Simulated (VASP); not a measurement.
# Te2Mo in VASP: notebook, part 2 of 2

VASP 6.6.1.

## 3. Single point, r2SCAN (strain +0.000 along x and y, +0.080 along z)

The input, POSCAR:

```
Te2Mo
1.0
    3.5602328140      0.0000000000      0.0000000000
   -1.7801164070      3.0832520603      0.0000000000
    0.0000000000      0.0000000000     18.9259824456
Te Mo
2 1
Direct
    0.3333333333      0.6666666667      0.8978554500
    0.3333333333      0.6666666667      0.1021445500
    0.0000000000      0.0000000000      0.0000000000
```

The input, INCAR.step1:

```
  ALGO = Normal
  EDIFF = 1E-4
  ENCUT = 520
  GGA = PE
  ISMEAR = 0
  LASPH = True
  LCHARG = False
  LREAL = False
  LWAVE = True
  NBANDS = 20
  NELM = 60
  PREC = Accurate
  SIGMA = 0.05
```

The input, INCAR.step2:

```
  ALGO = Normal
  EDIFF = 1E-6
  ENCUT = 520
  ISIF = 2
  ISMEAR = 0
  ISTART = 1
  LASPH = True
  LCHARG = False
  LMIXTAU = True
  LREAL = False
  LWAVE = False
  METAGGA = R2SCAN
  NBANDS = 20
  NELM = 60
  PREC = Accurate
  SIGMA = 0.05
```

The input, KPOINTS:

```
k-points
0
Gamma
  12 12 2
```

Potentials or basis: VASP PAW PBE potentials, release 64 (Te, Mo_sv).

Command:

```bash
$ cat potpaw_PBE.64/Te/POTCAR potpaw_PBE.64/Mo_sv/POTCAR > POTCAR
$ cp INCAR.step1 INCAR
$ mpirun -np 1 vasp_std > vasp.out
$ cp INCAR.step2 INCAR
$ mpirun -np 1 vasp_std > vasp.out
```

OUTCAR:

```text
EDIFF = 1E-6
   ENCUT = 520
   ISIF = 2
   ISMEAR = 0
   ISTART = 1
   LASPH = True
   LREAL = False
   METAGGA = R2SCAN
   NELM = 60
   PREC = Accurate

 ion  position               nearest neighbor table
   1  0.333  0.667  0.898-   3 2.82   3 2.82   3 2.82
   2  0.333  0.667  0.102-   3 2.82   3 2.82   3 2.82
   3  0.000  0.000  0.000-   1 2.82   2 2.82   1 2.82   2 2.82   1 2.82   2 2.82

  LATTYP: Found a hexagonal cell.
 ALAT       =     3.5602328140
 C/A-ratio  =     5.3159395563

  Lattice vectors:

 A1 = (   3.5602328140,   0.0000000000,   0.0000000000)
 A2 = (  -1.7801164070,   3.0832520603,   0.0000000000)
 A3 = (   0.0000000000,   0.0000000000,  18.9259824456)

Analysis of symmetry for initial positions (statically):
=====================================================================
 Subroutine PRICEL returns:
 Original cell was already a primitive cell.

 Routine SETGRP: Setting up the symmetry group for a
 hexagonal supercell.

[... 164 lines left out ...]
  ---------------------------------------------------
  free energy    TOTEN  =       -77.51828719 eV

  energy without entropy =      -77.51828719  energy(sigma->0) =      -77.51828719

 E-fermi :   0.2210     XC(G=0):  -4.5425

 val. band max:       -0.2067364754   @ k =   0.3333   0.3333   0.0000
 cond. band min:       0.8712504434   @ k =   0.1667   0.1667   0.5000
 fundamental gap:      1.0779869188
 Fermi energy:         0.2210282074

 k-point     1 :       0.0000    0.0000    0.0000
  band No.  band energies     occupation
      1     -63.0307      2.00000
      2     -36.4340      2.00000
      3     -36.2995      2.00000
      4     -36.2995      2.00000
      5     -13.1061      2.00000
      6     -12.3865      2.00000
[... 541 lines left out ...]
     19       5.7586      0.00000
     20       6.1050      0.00000

 [... further k-points ...]

------------------------ aborting loop because EDIFF is reached ----------------------------------------

  FORCE on cell =-STRESS in cart. coord.  units (eV):
  Direction    XX          YY          ZZ          XY          YZ          ZX
  --------------------------------------------------------------------------------------
  -------------------------------------------------------------------------------------
  Total       -2.0590824     -2.0590824     -6.4500835     -0.0000000      0.0000000     -0.0000000
  in kB      -15.8795590    -15.8795590    -49.7427802     -0.0000000      0.0000000     -0.0000000
  external PRESSURE =     -27.1672994 kB  Pullay stress =       0.0000000 kB

 VOLUME and BASIS-vectors are now :
 -----------------------------------------------------------------------------
  energy-cutoff  :      520.00
  volume of cell :      207.75
      direct lattice vectors                 reciprocal lattice vectors
     3.560232814  0.000000000  0.000000000     0.280880508  0.162166437  0.000000000
    -1.780116407  3.083252060  0.000000000     0.000000000  0.324332873  0.000000000
     0.000000000  0.000000000 18.925982446     0.000000000  0.000000000  0.052837416

 POSITION                                       TOTAL-FORCE (eV/Angst)
 -----------------------------------------------------------------------------------
     -0.00000      2.05550     16.99280        -0.000000     -0.000000      1.665370
     -0.00000      2.05550      1.93319         0.000000      0.000000     -1.665370
      0.00000      0.00000      0.00000        -0.000000     -0.000000      0.000000
 -----------------------------------------------------------------------------------
    total drift:                               -0.000000      0.000000     -0.000000

  FREE ENERGIE OF THE ION-ELECTRON SYSTEM (eV)
  ---------------------------------------------------
  free  energy   TOTEN  =       -77.5182871892 eV

  energy  without entropy=      -77.5182871892  energy(sigma->0) =      -77.51828719
```

It took 28 min on 1 thread of AMD EPYC 7R13, shared host; peak memory 0.44 GiB.

What came out:

| Property | Result |
| --- | --- |
| Free energy | -77.5183 eV |
| Largest force | 1.665 eV/Å |
| Band gap on the k mesh | 1.08 eV (least direct gap 1.24 eV) |

Forces in eV/Å, atoms in the order of the input:
```
Te   0.000  0.000  1.665
Te   0.000  0.000 -1.665
Mo   0.000  0.000  0.000
```

Levels at points of the mesh, in eV from the valence-band top:
```tsv
k point	band 9	band 10	band 11	band 12	band 13	band 14	band 15	band 16	band 17	band 18
(0.00, 0.00, 0.00)	-1.38	-1.38	-0.73	-0.72	-0.72	2.97	2.97	3.11	3.11	4.42
(0.50, 0.00, 0.00)	-3.30	-2.14	-2.04	-0.81	-0.26	1.48	1.68	3.05	3.27	4.04
(0.00, 0.00, 0.50)	-1.38	-1.38	-0.73	-0.72	-0.72	2.97	2.97	3.11	3.11	4.52
(0.50, 0.00, 0.50)	-3.30	-2.14	-2.04	-0.81	-0.26	1.48	1.68	3.05	3.27	4.04
```

Caveat: the cell differs from its parent crystal (strain +0.000 along x and y, +0.080 along z); the PAW data sets were made with another functional, which shifts forces and pressure a little; spin-orbit coupling is left out, which moves the levels of the heavy elements.

## 4. Single point, r2SCAN (strain +0.040 along x and y, +0.000 along z)

The input, POSCAR:

```
Te2Mo
1.0
    3.7026421266      0.0000000000      0.0000000000
   -1.8513210633      3.2065821427      0.0000000000
    0.0000000000      0.0000000000     17.5240578200
Te Mo
2 1
Direct
    0.3333333333      0.6666666667      0.8978554500
    0.3333333333      0.6666666667      0.1021445500
    0.0000000000      0.0000000000      0.0000000000
```

The input, INCAR.step1:

```
ALGO     = Normal         # electronic algorithm
EDIFF    = 1E-4           # SCF threshold, eV
ENCUT    = 520            # plane-wave cutoff, eV
GGA      = PE             # functional
ISMEAR   = 0              # smearing method
LASPH    = T              # aspherical terms in the spheres
LCHARG   = F              # write CHGCAR
LREAL    = F              # projectors in reciprocal space
LWAVE    = T              # write WAVECAR
NBANDS   = 20             # bands
NELM     = 60             # most SCF steps
PREC     = Accurate       # precision mode
SIGMA    = 0.05           # smearing width, eV
```

The input, INCAR.step2:

```
ALGO     = Normal         # electronic algorithm
EDIFF    = 1E-6           # SCF threshold, eV
ENCUT    = 520            # plane-wave cutoff, eV
ISIF     = 2              # what is computed and relaxed
ISMEAR   = 0              # smearing method
ISTART   = 1            
LASPH    = T              # aspherical terms in the spheres
LCHARG   = T              # write CHGCAR
LELF     = T              # ELF
LMIXTAU  = T            
LREAL    = F              # projectors in reciprocal space
LVHAR    = T            
LWAVE    = F              # write WAVECAR
METAGGA  = R2SCAN         # meta-GGA
NBANDS   = 20             # bands
NELM     = 60             # most SCF steps
PREC     = Accurate       # precision mode
SIGMA    = 0.05           # smearing width, eV
```

KPOINTS is that of step 3.

Command:

```bash
$ cat potpaw_PBE.64/Te/POTCAR potpaw_PBE.64/Mo_sv/POTCAR > POTCAR
$ cp INCAR.step1 INCAR
$ mpirun -np 1 vasp_std > vasp.out
$ cp INCAR.step2 INCAR
$ mpirun -np 1 vasp_std > vasp.out
```

It took 21 min on 1 thread of AMD EPYC 7R13, shared host; peak memory 0.43 GiB.

The run converged. Its results:

| Item | Value |
| --- | --- |
| Free energy | -77.6344 eV |
| Largest force | 0.607 eV/Å |
| Band gap on the k mesh | 0.89 eV |

Forces in eV/Å, atoms in the order of the input:
```
Te   0.000  0.000  0.607
Te   0.000  0.000 -0.607
Mo   0.000  0.000  0.000
```

Levels at points of the mesh, in eV from the valence-band top:
```tsv
k point	band 10	band 11	band 12	band 13	band 14	band 15	band 16	band 17
(0.00, 0.00, 0.00)	-1.39	-1.07	-1.07	-0.14	2.76	2.76	3.04	3.04
(0.50, 0.00, 0.00)	-2.38	-1.46	-0.69	-0.58	1.24	1.58	3.31	3.54
(0.00, 0.00, 0.50)	-1.39	-1.07	-1.07	-0.14	2.76	2.76	3.04	3.04
(0.50, 0.00, 0.50)	-2.38	-1.46	-0.69	-0.58	1.24	1.58	3.31	3.54
```

Caveat: the cell differs from its parent crystal (strain +0.040 along x and y, +0.000 along z); the PAW data sets were made with another functional, which shifts forces and pressure a little; spin-orbit coupling is left out, which moves the levels of the heavy elements.

## 5. Single point, r2SCAN (strain +0.080 along x and y, +0.000 along z)

The input, POSCAR:

```
Te2Mo
1.0
    3.8450514391      0.0000000000      0.0000000000
   -1.9225257196      3.3299122251      0.0000000000
    0.0000000000      0.0000000000     17.5240578200
Te Mo
2 1
Direct
    0.3333333333      0.6666666667      0.8978554500
    0.3333333333      0.6666666667      0.1021445500
    0.0000000000      0.0000000000      0.0000000000
```

The input, INCAR.step1:

```
  PREC = Accurate
  ENCUT = 520
  ISMEAR = 0
  SIGMA = 0.05
  LREAL = False
  LASPH = True
  NELM = 60
  NBANDS = 20
  GGA = PE
  ALGO = Normal
  EDIFF = 1E-4
  LWAVE = True
  LCHARG = False
```

The input, INCAR.step2:

```
  PREC = Accurate
  ENCUT = 520
  EDIFF = 1E-6
  ISMEAR = 0
  SIGMA = 0.05
  LREAL = False
  LASPH = True
  NELM = 60
  ALGO = Normal
  ISIF = 2
  LWAVE = False
  LCHARG = False
  METAGGA = R2SCAN
  LMIXTAU = True
  NBANDS = 20
  ISTART = 1
```

The input, KPOINTS:

```
Automatic mesh
0
Gamma
  12 12 2
```

Command:

```bash
$ cat potpaw_PBE.64/Te/POTCAR potpaw_PBE.64/Mo_sv/POTCAR > POTCAR
$ cp INCAR.step1 INCAR
$ mpirun -np 1 vasp_std > vasp.out
$ cp INCAR.step2 INCAR
$ mpirun -np 1 vasp_std > vasp.out
```

It took 21 min on 1 thread of AMD EPYC 7R13, shared host; peak memory 0.45 GiB.

Results (log left out):

```yaml
Free_energy: -77.2656 eV
Largest_force: 1.057 eV/Å
Band_gap_on_the_k_mesh: 0.63 eV (least direct gap 0.72 eV)
```

Forces on the atoms (eV/Å):
```
Te   0.000  0.000  1.057
Te   0.000  0.000 -1.057
Mo   0.000  0.000  0.000
```

Levels at points of the mesh, in eV from the valence-band top:
```
           k point  band 11  band 12  band 13  band 14  band 15  band 16
(0.00, 0.00, 0.00)    -1.16    -1.13     0.00     2.37     2.37     2.61
(0.50, 0.00, 0.00)    -1.29    -0.92    -0.48     0.99     1.26     2.98
(0.00, 0.00, 0.50)    -1.16    -1.13     0.00     2.37     2.37     2.61
(0.50, 0.00, 0.50)    -1.29    -0.92    -0.48     0.99     1.26     2.98
```

Caveat: the cell differs from its parent crystal (strain +0.080 along x and y, +0.000 along z); the PAW data sets were made with another functional, which shifts forces and pressure a little; spin-orbit coupling is left out, which moves the levels of the heavy elements.

## 6. Overview

```csv
cell,gap on the mesh (eV),largest force (eV/Å)
"a = 3.845, b = 3.845, c = 16.122 Å, angles 90.0, 90.0, 120.0°, 3 atoms",0.06,0.83
"a = 3.560, b = 3.560, c = 18.926 Å, angles 90.0, 90.0, 120.0°, 3 atoms",1.08,1.67
"a = 3.703, b = 3.703, c = 17.524 Å, angles 90.0, 90.0, 120.0°, 3 atoms",0.89,0.61
"a = 3.845, b = 3.845, c = 17.524 Å, angles 90.0, 90.0, 120.0°, 3 atoms",0.63,1.06
```

Alike in all rows: task single point; level r2SCAN; potentials or basis VASP PAW PBE potentials, release 64 (Te, Mo_sv); no spin polarisation; k mesh 12 × 12 × 2; cutoff (eV) 520; smearing gaussian 0.05 eV.

Caveats: the PAW data sets were made with another functional, which shifts forces and pressure a little; spin-orbit coupling is left out, which moves the levels of the heavy elements.

Absolute energies hang on the potentials; compare differences alone.
